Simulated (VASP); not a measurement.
# KCl2 (P6_3mc) in VASP: single point with PBE

Aim: the single point of KCl2 with PBE.

Program: VASP 6.6.1. These are calculated values, not measurements. Logs are shortened: lines on timing, memory, paths and dates and some standing lists are left out, and cuts for length are marked.

## 1. The cell of the first run

The structure is hexagonal, space group P6_3mc (No. 186). Conventional cell: a = 4.016 Å, b = 4.016 Å, c = 12.658 Å, α = 90.00°, β = 90.00°, γ = 120.00°. Within 4.1 Å of Cl (site symmetry 3m) lie 3 K at 3.04 Å and 9 Cl at 3.33 to 4.02 Å. Cl (site symmetry 3m) has 3 K at 3.04 Å and 9 Cl at 3.33 to 4.02 Å within 4.1 Å. K (site symmetry 3m) has 6 Cl at 3.04 Å and 6 K at 4.02 Å within 4.1 Å.

## 2. Single point, PBE

Contents of INCAR:

```
SYSTEM = KCl2
PREC = Accurate ; ENCUT = 520
EDIFF = 1E-6 ; ISMEAR = 1
SIGMA = 0.0213 ; LREAL = .False.
LASPH = .True. ; NELM = 60
ALGO = Normal ; ISIF = 2
LWAVE = .False. ; LCHARG = .False.
GGA = PE ; NBANDS = 32
```

Contents of KPOINTS:

```
Automatic mesh
0
Gamma
  7 7 2
  0 0 0
```

Contents of POSCAR:

```
KCl2
1.0
    2.0079619412      3.4778921018      0.0000000000
   -2.0079619412      3.4778921018      0.0000000000
    0.0000000000      0.0000000000     12.6584770000
Cl K
4 2
Direct
    0.3333333333      0.3333333333      0.0305804862
    0.6666666667      0.6666666667      0.5305804862
    0.0000000000      0.0000000000      0.2195384901
    0.0000000000      0.0000000000      0.7195384901
    0.3333333333      0.3333333333      0.3748810236
    0.6666666667      0.6666666667      0.8748810236
```

Potentials or basis: VASP PAW PBE potentials, release 64 (Cl, K_sv).

Command:

```
cat potpaw_PBE.64/Cl/POTCAR potpaw_PBE.64/K_sv/POTCAR > POTCAR
mpirun -np 1 vasp_std > vasp.out
```

OUTCAR:

```text
SYSTEM = KCl2
   PREC = Accurate
   ENCUT = 520
   EDIFF = 1E-6
   ISMEAR = 1
   LREAL = .False.
   LASPH = .True.
   NELM = 60
   ISIF = 2
   GGA = PE

 ion  position               nearest neighbor table
   1  0.333  0.333  0.031-   6 3.04   6 3.04   6 3.04
   2  0.667  0.667  0.531-   5 3.04   5 3.04   5 3.04
   3  0.000  0.000  0.220-   5 3.04   5 3.04   5 3.04
   4  0.000  0.000  0.720-   6 3.04   6 3.04   6 3.04
   5  0.333  0.333  0.375-   3 3.04   3 3.04   3 3.04   2 3.04   2 3.04   2 3.04
   6  0.667  0.667  0.875-   4 3.04   4 3.04   4 3.04   1 3.04   1 3.04   1 3.04

  LATTYP: Found a hexagonal cell.
 ALAT       =     4.0159238824
 C/A-ratio  =     3.1520709482

  Lattice vectors:

 A1 = (   2.0079619412,  -3.4778921018,   0.0000000000)
 A2 = (   2.0079619412,   3.4778921018,   0.0000000000)
 A3 = (   0.0000000000,   0.0000000000,  12.6584770000)

Analysis of symmetry for initial positions (statically):
=====================================================================
 Subroutine PRICEL returns:
 Original cell was already a primitive cell.

 Routine SETGRP: Setting up the symmetry group for a
 hexagonal supercell.

 Subroutine GETGRP returns: Found 12 space group operations
 (whereof  6 operations were pure point group operations)
 out of a pool of 24 trial point group operations.

The static configuration has the point symmetry C_3v.
 The point group associated with its full space group is C_6v.

Analysis of symmetry for dynamics (positions and initial velocities):
=====================================================================
 Subroutine PRICEL returns:
 Original cell was already a primitive cell.

 Routine SETGRP: Setting up the symmetry group for a
 hexagonal supercell.

 Subroutine GETGRP returns: Found 12 space group operations
 (whereof  6 operations were pure point group operations)
 out of a pool of 24 trial point group operations.

The dynamic configuration has the point symmetry C_3v.
 The point group associated with its full space group is C_6v.

 Subroutine INISYM returns: Found 12 space group operations
 (whereof  6 operations are pure point group operations),
 and found     1 'primitive' translations

----------------------------------------------------------------------------------------

                                     Primitive cell

  volume of cell :     176.8003

  direct lattice vectors                    reciprocal lattice vectors
     2.007961941  3.477892102  0.000000000     0.249008704  0.143765242  0.000000000
    -2.007961941  3.477892102  0.000000000    -0.249008704  0.143765242  0.000000000
     0.000000000  0.000000000 12.658477000     0.000000000  0.000000000  0.078998445

  length of vectors
     4.015923882  4.015923882 12.658477000     0.287530484  0.287530484  0.078998445

  position of ions in fractional coordinates (direct lattice)
     0.333333333  0.333333333  0.030580486
     0.666666667  0.666666667  0.530580486
     0.000000000  0.000000000  0.219538490
     0.000000000  0.000000000  0.719538490
     0.333333333  0.333333333  0.374881024
     0.666666667  0.666666667  0.874881024

  ion indices of the primitive-cell ions
   primitive index   ion index
                 1           1
                 2           2
                 3           3
                 4           4
                 5           5
                 6           6

----------------------------------------------------------------------------------------

 KPOINTS: Automatic mesh

Automatic generation of k-mesh.
 Grid dimensions read from file:
 generate k-points for:    7    7    2

 Generating k-lattice:

  Cartesian coordinates                     Fractional coordinates (reciprocal lattice)
     0.035572672  0.020537892  0.000000000     0.142857143  0.000000000  0.000000000
    -0.035572672  0.020537892  0.000000000     0.000000000  0.142857143  0.000000000
     0.000000000  0.000000000  0.039499223     0.000000000  0.000000000  0.500000000

  Length of vectors
     0.041075783  0.041075783  0.039499223

  Shift w.r.t. Gamma in fractional coordinates (k-lattice)
     0.000000000  0.000000000  0.000000000

 Subroutine IBZKPT returns following result:
 ===========================================

 Found     16 irreducible k-points:

 Following reciprocal coordinates:
            Coordinates               Weight
  0.000000  0.000000  0.000000      1.000000
  0.142857  0.000000  0.000000      6.000000
  0.285714  0.000000  0.000000      6.000000
  0.428571  0.000000  0.000000      6.000000
  0.285714  0.142857  0.000000      6.000000
  0.428571  0.142857  0.000000     12.000000
[... 8 lines left out ...]
 -0.428571  0.142857  0.500000      6.000000
 -0.428571  0.285714  0.500000      6.000000
   k-points           NKPTS =     16   k-points in BZ     NKDIM =     16   number of bands    NBANDS=     32
   number of dos      NEDOS =    301   number of ions     NIONS =      6
   total plane-waves  NPLWV =  86400
   dimension x,y,z NGX =    30 NGY =   30 NGZ =   96
   dimension x,y,z NGXF=    60 NGYF=   60 NGZF=  192
   ions per type =               4   2
   NGX,Y,Z   is equivalent  to a cutoff of  12.42, 12.42, 12.61 a.u.
   NGXF,Y,Z  is equivalent  to a cutoff of  24.84, 24.84, 25.22 a.u.
 SYSTEM =  KCl2
   PREC   = accura    normal or accurate (medium, high low for compatibility)
   ISTART =      0    job   : 0-new  1-cont  2-samecut
   ICHARG =      2    charge: 1-file 2-atom 10-const
   ISPIN  =      1    spin polarized calculation?
   LNONCOLLINEAR =      F non collinear calculations
   LSORBIT =      F    spin-orbit coupling
   LASPH  =      T    aspherical Exc in radial PAW
   ENCUT  =  520.0 eV  38.22 Ry    6.18 a.u.   7.47  7.47 23.54*2*pi/ulx,y,z
   NELM   =     60;   NELMIN=  2; NELMDL= -5     # of ELM steps
   EDIFF  = 0.1E-05   stopping-criterion for ELM
   LREAL  =      F    real-space projection
   EDIFFG = 0.1E-04   stopping-criterion for IOM
   NSW    =      0    number of steps for IOM
   IBRION =     -1    ionic relax: 0-MD 1-quasi-New 2-CG
   NFREE  =      0    steps in history (QN), initial steepest desc. (CG)
   ISIF   =      2    stress and relaxation
   ISYM   =      2    0-nonsym 1-usesym 2-fastsym
   POTIM  = 0.5000    time-step for ionic-motion
   TEBEG  =    0.0;   TEEND  =   0.0 temperature during run
   PSTRESS=    0.0 pullay stress
   NELECT =      46.0000    total number of electrons
   NUPDOWN=      -1.0000    fix difference up-down
   EMIN   =  10.00;   EMAX   =-10.00  energy-range for DOS
   EFERMI =   0.00;   METHOD = LEGACY
   ISMEAR =     1;   SIGMA  =   0.02  broadening in eV -4-tet -1-fermi 0-gaus
   EFERMI_NEDOS =   21; number of points for ismear=-14 and -15
   IALGO  =     38    algorithm
   IMIX   =      4    mixing-type and parameters
     AMIX     =   0.40;   BMIX     =  1.00
     AMIX_MAG =   1.60;   BMIX_MAG =  1.00
  volume/ion in A,a.u.               =      29.47       198.85
  Fermi-wavevector in a.u.,A,eV,Ry     =   1.045121  1.974992 14.861333  1.092277
  Thomas-Fermi vector in A             =   2.179903
   LORBIT       =      0    0 simple, 1 ext, 2 COOP (PROOUT), +10 PAW based schemes
   GGA     = PE    functional components
   LHFCALC =     F    Hartree Fock is set to
   AEXX    =    0.0000 exact exchange contribution
   IVDW    =     0    specifies the selected vdW correction
   LEPSILON=     F    determine dielectric tensor
   LRPA    =     F    only Hartree local field effects (RPA)
 non-spin polarized calculation
 Methfessel and Paxton  Order N= 1 SIGMA  =   0.02
  energy-cutoff  :      520.00
  volume of cell :      176.80
 maximum number of plane-waves:      4788
 NGX is ok and might be reduce to    30
   NGX = 15   NGY = 15   NGZ = 47

 number of electron      45.9999990 magnetization

 Free energy of the ion-electron system (eV)
  ---------------------------------------------------
  ext. energy  EPLUGINS =         0.00000000
  ---------------------------------------------------
  free energy    TOTEN  =       -14.12767742 eV

  energy without entropy =      -14.12766454  energy(sigma->0) =      -14.12767313

 E-fermi :  -1.5266     XC(G=0):  -7.8266

 val. band max:       -1.5284451107   @ k =   0.4286   0.1429   0.0000
 cond. band min:      -1.5208402259   @ k =   0.2857   0.1429   0.0000
 fundamental gap:      0.0076048848
 Fermi energy:        -1.5266340309

 k-point     1 :       0.0000    0.0000    0.0000
  band No.  band energies     occupation
      1     -28.9381      2.00000
      2     -28.9380      2.00000
      3     -14.5710      2.00000
      4     -14.4100      2.00000
      5     -14.1457      2.00000
      6     -13.9270      2.00000
[... 24 lines left out ...]
     31       7.6184      0.00000
     32       7.6216      0.00000

 k-point     2 :       0.1429    0.0000    0.0000
  band No.  band energies     occupation
      1     -28.9335      2.00000
      2     -28.9334      2.00000
      3     -14.5056      2.00000
      4     -14.3889      2.00000
      5     -14.1074      2.00000
      6     -13.9581      2.00000
[... 24 lines left out ...]
     31       7.4405      0.00000
     32       7.8847      0.00000

 k-point     3 :       0.2857    0.0000    0.0000
  band No.  band energies     occupation
      1     -28.9231      2.00000
      2     -28.9231      2.00000
      3     -14.3678      2.00000
      4     -14.3064      2.00000
      5     -14.0691      2.00000
      6     -13.9884      2.00000
[... 24 lines left out ...]
     31       8.0648      0.00000
     32       8.6299      0.00000

 k-point     4 :       0.4286    0.0000    0.0000
  band No.  band energies     occupation
      1     -28.9148      2.00000
      2     -28.9148      2.00000
      3     -14.3029      2.00000
      4     -14.1396      2.00000
      5     -14.1371      2.00000
      6     -13.9455      2.00000
[... 24 lines left out ...]
     31       8.5066      0.00000
     32       8.9991      0.00000

 k-point     5 :       0.2857    0.1429    0.0000
  band No.  band energies     occupation
      1     -28.9260      2.00000
      2     -28.9260      2.00000
      3     -14.3909      2.00000
      4     -14.3496      2.00000
      5     -14.0496      2.00000
      6     -14.0085      2.00000
[... 304 lines left out ...]
     31       8.2779      0.00000
     32       8.2779      0.00000

 k-point    14 :       0.4286    0.1429    0.5000
  band No.  band energies     occupation
      1     -28.9166      2.00000
      2     -28.9166      2.00000
      3     -14.2612      2.00000
      4     -14.2612      2.00000
      5     -14.0279      2.00000
      6     -14.0279      2.00000
[... 24 lines left out ...]
     31       8.5673      0.00000
     32       8.5673      0.00000

 k-point    15 :      -0.4286    0.1429    0.5000
  band No.  band energies     occupation
      1     -28.9125      2.00000
      2     -28.9125      2.00000
      3     -14.2140      2.00000
      4     -14.2140      2.00000
      5     -14.0218      2.00000
      6     -14.0218      2.00000
[... 24 lines left out ...]
     31       8.7791      0.00000
     32       8.7794      0.00000

 k-point    16 :      -0.4286    0.2857    0.5000
  band No.  band energies     occupation
      1     -28.9114      2.00000
      2     -28.9114      2.00000
      3     -14.1638      2.00000
      4     -14.1638      2.00000
      5     -14.0627      2.00000
      6     -14.0627      2.00000
[... 24 lines left out ...]
     31       8.6950      0.00000
     32       8.6951      0.00000

------------------------ aborting loop because EDIFF is reached ----------------------------------------

  FORCE on cell =-STRESS in cart. coord.  units (eV):
  Direction    XX          YY          ZZ          XY          YZ          ZX
  --------------------------------------------------------------------------------------
  -------------------------------------------------------------------------------------
  Total        2.8307222      2.8307222      0.4638502      0.0000000     -0.0000000      0.0000000
  in kB       25.6522108     25.6522108      4.2034441      0.0000000     -0.0000000      0.0000000
  external PRESSURE =      18.5026219 kB  Pullay stress =       0.0000000 kB

 VOLUME and BASIS-vectors are now :
 -----------------------------------------------------------------------------
  energy-cutoff  :      520.00
  volume of cell :      176.80
      direct lattice vectors                 reciprocal lattice vectors
     2.007961941  3.477892102  0.000000000     0.249008704  0.143765242  0.000000000
    -2.007961941  3.477892102  0.000000000    -0.249008704  0.143765242  0.000000000
     0.000000000  0.000000000 12.658477000     0.000000000  0.000000000  0.078998445

 POSITION                                       TOTAL-FORCE (eV/Angst)
 -----------------------------------------------------------------------------------
      0.00000      2.31859      0.38710         0.000000      0.000000      0.009326
      0.00000      4.63719      6.71634         0.000000     -0.000000      0.009326
      0.00000      0.00000      2.77902         0.000000     -0.000000     -0.007521
      0.00000      0.00000      9.10826         0.000000      0.000000     -0.007521
      0.00000      2.31859      4.74542        -0.000000      0.000000     -0.001805
      0.00000      4.63719     11.07466        -0.000000     -0.000000     -0.001805
 -----------------------------------------------------------------------------------
    total drift:                                0.000000     -0.000000     -0.000119

  FREE ENERGIE OF THE ION-ELECTRON SYSTEM (eV)
  ---------------------------------------------------
  free  energy   TOTEN  =       -14.1276774243 eV

  energy  without entropy=      -14.1276645413  energy(sigma->0) =      -14.12767313
```

Wall time 3.2 min (1 thread of Intel Xeon 8259CL, shared host); peak memory 0.3 GiB.

Results:

| Item | Value |
| --- | --- |
| Free energy | -14.1277 eV |
| Pressure | 1.9 GPa |
| Largest force | 0.009 eV/Å |
| Band gap on the k mesh | zero (bands 23 and 24 overlap by 0.19 eV) |

Forces in eV/Å, atoms in the order of the input:
```
Cl   0.000  0.000  0.009
Cl   0.000  0.000  0.009
Cl   0.000  0.000 -0.008
Cl   0.000  0.000 -0.008
K    0.000  0.000 -0.002
K    0.000  0.000 -0.002
```

Levels at points of the mesh, in eV from the Fermi level:
```
           k point  band 18  band 19  band 20  band 21  band 22  band 23  band 24  band 25  band 26  band 27
(0.00, 0.00, 0.00)    -0.27    -0.27    -0.04    -0.04     0.11     0.11     0.14     5.91     6.88     8.12
(0.00, 0.00, 0.50)    -0.35    -0.16    -0.16     0.05     0.05     0.05     0.05     6.34     6.34     8.15
```
